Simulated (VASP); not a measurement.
# Ga (C2/m) in VASP: further runs

The runs below take Ga through single point, with LDA.

All numbers are computed with VASP 6.6.1; they aren't measurements. Logs are shortened: lines on timing, memory, paths and dates and some standing lists are left out, and cuts for length are marked.

## 1. The cell of the first run

The structure is monoclinic, space group C2/m (No. 12). Conventional cell: a = 3.912 Å, b = 4.031 Å, c = 2.903 Å, α = 90.00°, β = 129.88°, γ = 90.00°. Ga (site symmetry 2/m) has 12 Ga at 2.81 to 3.03 Å within 3.7 Å.

## 2. Single point, LDA (equal xy, yz and zx shear strains of -3 %)

File INCAR:

```
PREC = Accurate
ENCUT = 520
EDIFF = 1E-6
ISMEAR = -1
SIGMA = 0.05
LREAL = F
LASPH = T
NELM = 60
ALGO = Normal
ISIF = 2
LWAVE = F
LCHARG = F
NBANDS = 12
```

File KPOINTS:

```
Automatic mesh
0
Gamma
  14 14 16
```

File POSCAR:

```
Ga
1.0
   -1.4584950000      1.3916250000      2.2290000000
    1.3916250000     -1.4584950000      2.2290000000
    1.4163750000      1.4163750000     -2.2711200000
Ga
1
Direct
    0.0000000000      0.0000000000      0.0000000000
```

Potentials or basis: VASP PAW LDA potentials, release 64 (Ga_d).

Command:

```bash
$ cat potpaw_LDA.64/Ga_d/POTCAR > POTCAR
$ mpirun -np 1 vasp_std > vasp.out
```

OUTCAR:

```text
PREC = Accurate
   ENCUT = 520
   EDIFF = 1E-6
   ISMEAR = -1
   LREAL = F
   LASPH = T
   NELM = 60
   ISIF = 2

 ion  position               nearest neighbor table
   1  0.000  0.000  0.000-

  Warning from LATTYP: Got some problem with cell dimensions!
  Tried to take original basis but could not verify dimensions!
  LATTYP: Found a base centered monoclinic cell.
 ALAT       =     3.9124520095
 B/A-ratio  =     1.0302179678
 C/A-ratio  =     0.7418738191
 COS(beta)  =    -0.6411473764

  Lattice vectors:

 A1 = (  -2.8080000000,   0.0421200000,   0.0421200000)
 A2 = (   0.0421200000,  -2.8080000000,   0.0421200000)
 A3 = (   1.3495050000,   1.3495050000,   2.1868800000)

Analysis of symmetry for initial positions (statically):
=====================================================================
 Subroutine PRICEL returns:
 Original cell was already a primitive cell.

 Routine SETGRP: Setting up the symmetry group for a
 base centered monoclinic supercell.

 Subroutine GETGRP returns: Found  4 space group operations
 (whereof  4 operations were pure point group operations)
 out of a pool of  4 trial point group operations.

The static configuration has the point symmetry C_2h.

Analysis of symmetry for dynamics (positions and initial velocities):
=====================================================================
 Subroutine PRICEL returns:
 Original cell was already a primitive cell.

 Routine SETGRP: Setting up the symmetry group for a
 base centered monoclinic supercell.

 Subroutine GETGRP returns: Found  4 space group operations
 (whereof  4 operations were pure point group operations)
 out of a pool of  4 trial point group operations.

The dynamic configuration has the point symmetry C_2h.

 Subroutine INISYM returns: Found  4 space group operations
 (whereof  4 operations are pure point group operations),
 and found     1 'primitive' translations

----------------------------------------------------------------------------------------

                                     Primitive cell

  volume of cell :      17.5634

  direct lattice vectors                    reciprocal lattice vectors
    -1.458495000  1.391625000  2.229000000     0.008843246  0.359705666  0.229844070
     1.391625000 -1.458495000  2.229000000     0.359705666  0.008843246  0.229844070
     1.416375000  1.416375000 -2.271120000     0.361713835  0.361713835  0.010851415

  length of vectors
     3.005373322  3.005373322  3.028237497     0.426959794  0.426959794  0.511655695

  position of ions in fractional coordinates (direct lattice)
     0.000000000  0.000000000  0.000000000

  ion indices of the primitive-cell ions
   primitive index   ion index
                 1           1

----------------------------------------------------------------------------------------

 KPOINTS: Automatic mesh

Automatic generation of k-mesh.
 Grid dimensions read from file:
 generate k-points for:   14   14   16

 Generating k-lattice:

  Cartesian coordinates                     Fractional coordinates (reciprocal lattice)
     0.000631660  0.025693262  0.016417434     0.071428571 -0.000000000  0.000000000
     0.025693262  0.000631660  0.016417434    -0.000000000  0.071428571  0.000000000
     0.022607115  0.022607115  0.000678213     0.000000000  0.000000000  0.062500000

  Length of vectors
     0.030497128  0.030497128  0.031978481

  Shift w.r.t. Gamma in fractional coordinates (k-lattice)
     0.000000000  0.000000000  0.000000000

 Subroutine IBZKPT returns following result:
 ===========================================

 Found    849 irreducible k-points:

 Following reciprocal coordinates:
            Coordinates               Weight
  0.000000  0.000000  0.000000      1.000000
  0.071429  0.000000 -0.000000      4.000000
  0.142857  0.000000 -0.000000      4.000000
  0.214286  0.000000  0.000000      4.000000
  0.285714  0.000000  0.000000      4.000000
  0.357143  0.000000 -0.000000      4.000000
[... 16 lines left out ...]
  0.214286  0.142857  0.000000      4.000000
  0.285714  0.142857  0.000000      4.000000
 [... further k-points ...]
   k-points           NKPTS =    849   k-points in BZ     NKDIM =    849   number of bands    NBANDS=     12
   number of dos      NEDOS =    301   number of ions     NIONS =      1
   total plane-waves  NPLWV =  13824
   dimension x,y,z NGX =    24 NGY =   24 NGZ =   24
   dimension x,y,z NGXF=    48 NGYF=   48 NGZF=   48
   ions per type =               1
   NGX,Y,Z   is equivalent  to a cutoff of  13.28, 13.28, 13.18 a.u.
   NGXF,Y,Z  is equivalent  to a cutoff of  26.55, 26.55, 26.35 a.u.
 SYSTEM =  unknown system
   PREC   = accura    normal or accurate (medium, high low for compatibility)
   ISTART =      0    job   : 0-new  1-cont  2-samecut
   ICHARG =      2    charge: 1-file 2-atom 10-const
   ISPIN  =      1    spin polarized calculation?
   LNONCOLLINEAR =      F non collinear calculations
   LSORBIT =      F    spin-orbit coupling
   LASPH  =      T    aspherical Exc in radial PAW
   ENCUT  =  520.0 eV  38.22 Ry    6.18 a.u.   5.59  5.59  5.63*2*pi/ulx,y,z
   NELM   =     60;   NELMIN=  2; NELMDL= -5     # of ELM steps
   EDIFF  = 0.1E-05   stopping-criterion for ELM
   LREAL  =      F    real-space projection
   EDIFFG = 0.1E-04   stopping-criterion for IOM
   NSW    =      0    number of steps for IOM
   IBRION =     -1    ionic relax: 0-MD 1-quasi-New 2-CG
   NFREE  =      0    steps in history (QN), initial steepest desc. (CG)
   ISIF   =      2    stress and relaxation
   ISYM   =      2    0-nonsym 1-usesym 2-fastsym
   POTIM  = 0.5000    time-step for ionic-motion
   TEBEG  =    0.0;   TEEND  =   0.0 temperature during run
   PSTRESS=    0.0 pullay stress
   NELECT =      13.0000    total number of electrons
   NUPDOWN=      -1.0000    fix difference up-down
   EMIN   =  10.00;   EMAX   =-10.00  energy-range for DOS
   EFERMI =   0.00;   METHOD = LEGACY
   ISMEAR =    -1;   SIGMA  =   0.05  broadening in eV -4-tet -1-fermi 0-gaus
   EFERMI_NEDOS =   21; number of points for ismear=-14 and -15
   IALGO  =     38    algorithm
   IMIX   =      4    mixing-type and parameters
     AMIX     =   0.40;   BMIX     =  1.00
     AMIX_MAG =   1.60;   BMIX_MAG =  1.00
  volume/ion in A,a.u.               =      17.56       118.52
  Fermi-wavevector in a.u.,A,eV,Ry     =   1.480880  2.798458 29.837659  2.193006
  Thomas-Fermi vector in A             =   2.594860
   LORBIT       =      0    0 simple, 1 ext, 2 COOP (PROOUT), +10 PAW based schemes
   GGA     = CA    functional components
   LHFCALC =     F    Hartree Fock is set to
   AEXX    =    0.0000 exact exchange contribution
   IVDW    =     0    specifies the selected vdW correction
   LEPSILON=     F    determine dielectric tensor
   LRPA    =     F    only Hartree local field effects (RPA)
 non-spin polarized calculation
  energy-cutoff  :      520.00
  volume of cell :       17.56
 maximum number of plane-waves:       484
   NGX = 11   NGY = 11   NGZ = 11

 number of electron      13.0000004 magnetization

 Free energy of the ion-electron system (eV)
  ---------------------------------------------------
  ext. energy  EPLUGINS =         0.00000000
  ---------------------------------------------------
  free energy    TOTEN  =        -3.56192240 eV

  energy without entropy =       -3.55881599  energy(sigma->0) =       -3.56036919

 E-fermi :   5.9973     XC(G=0): -11.6969

 val. band max:        5.9925720612   @ k =   0.3571   0.3571   0.2500
 cond. band min:       6.0131074703   @ k =   0.2143   0.2143   0.2500
 fundamental gap:      0.0205354090
 Fermi energy:         5.9972579638

 k-point     1 :       0.0000    0.0000    0.0000
  band No.  band energies     occupation
      1      -9.1633      2.00000
      2      -9.0520      2.00000
      3      -9.0114      2.00000
      4      -8.9975      2.00000
      5      -8.8640      2.00000
      6      -5.6225      2.00000
      7      18.2552      0.00000
      8      18.7921      0.00000
      9      19.4451      0.00000
     10      22.0965      0.00000
     11      22.7319      0.00000
     12      22.9569      0.00000

 k-point     2 :       0.0714    0.0000   -0.0000
  band No.  band energies     occupation
      1      -9.1550      2.00000
      2      -9.0450      2.00000
      3      -9.0118      2.00000
      4      -8.9977      2.00000
      5      -8.8682      2.00000
      6      -5.4800      2.00000
      7      17.6438      0.00000
      8      17.9529      0.00000
      9      18.7058      0.00000
     10      21.5064      0.00000
     11      22.6012      0.00000
     12      23.5831      0.00000

 k-point     3 :       0.1429    0.0000   -0.0000
  band No.  band energies     occupation
      1      -9.1379      2.00000
      2      -9.0401      2.00000
      3      -9.0050      2.00000
      4      -8.9888      2.00000
      5      -8.8785      2.00000
      6      -5.0494      2.00000
      7      14.7854      0.00000
      8      17.0075      0.00000
      9      18.2403      0.00000
     10      20.9276      0.00000
     11      22.3229      0.00000
     12      24.2045      0.00000
[... 286 lines left out ...]
 k-point    23 :       0.2143    0.1429    0.0000
  band No.  band energies     occupation
      1      -9.1050      2.00000
      2      -9.0543      2.00000
      3      -8.9891      2.00000
      4      -8.9522      2.00000
      5      -8.8727      2.00000
      6      -3.1715      2.00000
      7      10.2725      0.00000
      8      12.7287      0.00000
      9      15.8540      0.00000
     10      20.7812      0.00000
     11      21.9173      0.00000
     12      23.6060      0.00000

 k-point    24 :       0.2857    0.1429    0.0000
  band No.  band energies     occupation
      1      -9.1058      2.00000
      2      -9.0793      2.00000
      3      -8.9904      2.00000
      4      -8.9145      2.00000
      5      -8.8552      2.00000
      6      -1.9584      2.00000
      7       7.5413      0.00000
      8      12.5021      0.00000
      9      14.9051      0.00000
     10      20.1545      0.00000
     11      21.1534      0.00000
     12      24.2228      0.00000

 [... further k-points ...]
[... 5 lines left out ...]
  --------------------------------------------------------------------------------------
  -------------------------------------------------------------------------------------
  Total       -0.1541070     -0.1541070     -0.2106009      0.0242035      0.0059287      0.0059287
  in kB      -14.0580430    -14.0580430    -19.2115657      2.2079096      0.5408310      0.5408316
  external PRESSURE =     -15.7758839 kB  Pullay stress =       0.0000000 kB

 VOLUME and BASIS-vectors are now :
 -----------------------------------------------------------------------------
  energy-cutoff  :      520.00
  volume of cell :       17.56
      direct lattice vectors                 reciprocal lattice vectors
    -1.458495000  1.391625000  2.229000000     0.008843246  0.359705666  0.229844070
     1.391625000 -1.458495000  2.229000000     0.359705666  0.008843246  0.229844070
     1.416375000  1.416375000 -2.271120000     0.361713835  0.361713835  0.010851415

 POSITION                                       TOTAL-FORCE (eV/Angst)
 -----------------------------------------------------------------------------------
      0.00000      0.00000      0.00000         0.000000      0.000000      0.000000
 -----------------------------------------------------------------------------------
    total drift:                               -0.000000      0.000000      0.000000

  FREE ENERGIE OF THE ION-ELECTRON SYSTEM (eV)
  ---------------------------------------------------
  free  energy   TOTEN  =        -3.5619224012 eV

  energy  without entropy=       -3.5588159883  energy(sigma->0) =       -3.56036919
```

Run time: 76 s. Hardware: 1 thread of AMD EPYC 9R45 (Zen 5), shared host; peak memory 0.24 GiB.

What came out:

```yaml
Free_energy: -3.5619 eV
Pressure: -1.6 GPa
Band_gap_on_the_k_mesh: zero (an odd number of electrons rules out a gap without spin polarisation)
```

Levels at points of the mesh, in eV from the Fermi level:
```
           k point  band 2  band 3  band 4  band 5  band 6  band 7  band 8  band 9  band 10  band 11
(0.00, 0.00, 0.00)  -15.05  -15.01  -14.99  -14.86  -11.62   12.26   12.79   13.45    16.10    16.73
(0.50, 0.00, 0.00)  -15.13  -15.00  -14.82  -14.77   -4.76   -4.17    8.16   11.56    12.40    15.66
(0.50, 0.50, 0.00)  -15.21  -14.83  -14.82  -14.71   -2.48   -1.76    3.98    5.72     7.91     9.33
(0.00, 0.00, 0.50)  -15.22  -14.84  -14.80  -14.72   -2.03   -1.07    3.87    4.68     7.96     8.11
(0.50, 0.00, 0.50)  -15.12  -15.01  -14.83  -14.79   -5.29   -4.36    9.15   11.84    13.46    16.08
(0.50, 0.50, 0.50)  -15.22  -14.80  -14.80  -14.77   -3.89   -3.67    6.41    6.62     9.91    10.69
```

Caveat: the cell differs from its parent crystal (equal xy, yz and zx shear strains of -3 %).

## 3. Single point, LDA (equal xy, yz and zx shear strains of -1 %)

File INCAR:

```
ALGO     = Normal         # electronic algorithm
EDIFF    = 1E-6           # SCF threshold, eV
ENCUT    = 520            # plane-wave cutoff, eV
GGA      = CA             # functional
ISIF     = 2              # what is computed and relaxed
ISMEAR   = -1             # smearing method
LASPH    = True           # aspherical terms in the spheres
LCHARG   = False          # write CHGCAR
LREAL    = False          # projectors in reciprocal space
LWAVE    = False          # write WAVECAR
NBANDS   = 12             # bands
NELM     = 100            # most SCF steps
PREC     = Accurate       # precision mode
SIGMA    = 0.05           # smearing width, eV
```

File KPOINTS:

```
k-points
0
Gamma
  14 14 16
```

File POSCAR:

```
Ga
1.0
   -1.4221650000      1.3998750000      2.2290000000
    1.3998750000     -1.4221650000      2.2290000000
    1.4081250000      1.4081250000     -2.2430400000
Ga
1
Direct
    0.0000000000      0.0000000000      0.0000000000
```

Potentials or basis: VASP PAW LDA potentials, release 64 (Ga_d).

Command:

```bash
$ cat potpaw_LDA.64/Ga_d/POTCAR > POTCAR
$ mpirun -np 1 vasp_std > vasp.out
```

OUTCAR:

```text
EDIFF = 1E-6
   ENCUT = 520
   GGA = CA
   ISIF = 2
   ISMEAR = -1
   LASPH = True
   LREAL = False
   NELM = 100
   PREC = Accurate

 ion  position               nearest neighbor table
   1  0.000  0.000  0.000-

  Warning from LATTYP: Got some problem with cell dimensions!
  Tried to take original basis but could not verify dimensions!
  LATTYP: Found a base centered monoclinic cell.
 ALAT       =     3.9513559001
 B/A-ratio  =     1.0100247465
 C/A-ratio  =     0.7484908925
 COS(beta)  =    -0.6573258807

  Lattice vectors:

 A1 = (  -2.8080000000,   0.0140400000,   0.0140400000)
 A2 = (   0.0140400000,  -2.8080000000,   0.0140400000)
 A3 = (   1.3858350000,   1.3858350000,   2.2149600000)

Analysis of symmetry for initial positions (statically):
=====================================================================
 Subroutine PRICEL returns:
 Original cell was already a primitive cell.

 Routine SETGRP: Setting up the symmetry group for a
 base centered monoclinic supercell.

 Subroutine GETGRP returns: Found  4 space group operations
 (whereof  4 operations were pure point group operations)
 out of a pool of  4 trial point group operations.

The static configuration has the point symmetry C_2h.

[... 162 lines left out ...]
 fundamental gap:      0.0362328686
 Fermi energy:         5.9965309599

 k-point     1 :       0.0000    0.0000    0.0000
  band No.  band energies     occupation
      1      -9.1657      2.00000
      2      -9.0383      2.00000
      3      -9.0276      2.00000
      4      -9.0077      2.00000
      5      -8.8693      2.00000
      6      -5.6222      2.00000
      7      18.6534      0.00000
      8      18.8558      0.00000
      9      19.0403      0.00000
     10      22.4266      0.00000
     11      22.5716      0.00000
     12      23.1037      0.00000
[... 331 lines left out ...]
 k-point    24 :       0.2857    0.1429    0.0000
  band No.  band energies     occupation
      1      -9.1094      2.00000
      2      -9.0814      2.00000
      3      -8.9977      2.00000
      4      -8.9120      2.00000
      5      -8.8713      2.00000
      6      -2.0951      2.00000
      7       7.4627      0.00000
      8      12.5824      0.00000
      9      15.0903      0.00000
     10      20.2060      0.00000
     11      21.4039      0.00000
     12      24.4066      0.00000

 [... further k-points ...]
[... 5 lines left out ...]
  --------------------------------------------------------------------------------------
  -------------------------------------------------------------------------------------
  Total       -0.1777020     -0.1777020     -0.1969417     -0.0023419     -0.0014721     -0.0014722
  in kB      -16.2006045    -16.2006045    -17.9546396     -0.2135078     -0.1342105     -0.1342128
  external PRESSURE =     -16.7852829 kB  Pullay stress =       0.0000000 kB

 VOLUME and BASIS-vectors are now :
 -----------------------------------------------------------------------------
  energy-cutoff  :      520.00
  volume of cell :       17.57
      direct lattice vectors                 reciprocal lattice vectors
    -1.422165000  1.399875000  2.229000000     0.002916936  0.357270525  0.226116774
     1.399875000 -1.422165000  2.229000000     0.357270525  0.002916936  0.226116774
     1.408125000  1.408125000 -2.243040000     0.357932917  0.357932917  0.003579329

 POSITION                                       TOTAL-FORCE (eV/Angst)
 -----------------------------------------------------------------------------------
      0.00000      0.00000      0.00000         0.000000      0.000000      0.000000
 -----------------------------------------------------------------------------------
    total drift:                               -0.000000      0.000000      0.000000

  FREE ENERGIE OF THE ION-ELECTRON SYSTEM (eV)
  ---------------------------------------------------
  free  energy   TOTEN  =        -3.5626111932 eV

  energy  without entropy=       -3.5599999584  energy(sigma->0) =       -3.56130558
```

OSZICAR:

```text
N       E                     dE             d eps       ncg     rms          rms(c)
DAV:   1     0.436191128149E+02    0.43619E+02   -0.66652E+03 22152   0.192E+03
DAV:   2    -0.145111566023E+01   -0.45070E+02   -0.43295E+02 21492   0.266E+02
DAV:   3    -0.358547973224E+01   -0.21344E+01   -0.21286E+01 23360   0.460E+01
DAV:   4    -0.360255821990E+01   -0.17078E-01   -0.17076E-01 23336   0.439E+00
DAV:   5    -0.360272842479E+01   -0.17020E-03   -0.17020E-03 24096   0.425E-01    0.921E-01
DAV:   6    -0.357111629662E+01    0.31612E-01   -0.46233E-02 25408   0.445E+00    0.439E-01
DAV:   7    -0.356350143833E+01    0.76149E-02   -0.76592E-03 25888   0.143E+00    0.121E-01
DAV:   8    -0.356261202351E+01    0.88941E-03   -0.82816E-04 25704   0.507E-01    0.854E-03
DAV:   9    -0.356261119321E+01    0.83031E-06   -0.62053E-06 25108   0.397E-02
   1 F= -.35626112E+01 E0= -.35613056E+01  d E =-.261123E-02
```

stdout:

```text
POSCAR found type information on POSCAR Ga
 POSCAR found :  1 types and       1 ions
 scaLAPACK will be used
 LDA part: xc-table for (Slater(with rela. corr.)+CA(PZ))
 , standard interpolation
 POSCAR, INCAR and KPOINTS ok, starting setup
 FFT: planning ... GRIDC
 FFT: planning ... GRID_SOFT
 FFT: planning ... GRID
 WAVECAR not read
 entering main loop
```

It took 77 s on 1 thread of AMD EPYC 9R45 (Zen 5), shared host; peak memory 0.24 GiB.

Results:

| Item | Value |
| --- | --- |
| Free energy | -3.5626 eV |
| Pressure | -1.7 GPa |
| Band gap on the k mesh | zero (an odd number of electrons rules out a gap without spin polarisation) |

Caveat: the cell differs from its parent crystal (equal xy, yz and zx shear strains of -1 %).
